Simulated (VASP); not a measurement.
Here is a VASP 6.6.1 calculation.

File INCAR:

```
SYSTEM = Cs
PREC = Accurate
ENCUT = 520
EDIFF = 1E-7
ISMEAR = 0
SIGMA = 0.05
LREAL = .False.
LASPH = .True.
NELM = 100
ALGO = Fast
ISIF = 2
LWAVE = .False.
LCHARG = .False.
GGA = PE
NBANDS = 10
```

KPOINTS

```
regular mesh
0
Gamma
  10 10 10
  0 0 0
```

POSCAR

```
Cs
1.0
   -3.0290279675      3.0290279675      3.0290279675
    3.0290279675     -3.0290279675      3.0290279675
    3.0290279675      3.0290279675     -3.0290279675
Cs
1
Direct
    0.0000000000      0.0000000000      0.0000000000
```

Potentials or basis: VASP PAW PBE potentials, release 64 (Cs_sv).

Command:

```console
$ cat potpaw_PBE.64/Cs_sv/POTCAR > POTCAR
$ mpirun -np 1 vasp_std > vasp.out
```

(1) Estimate the pressure.

## Answers

(1) 0.1 GPa.
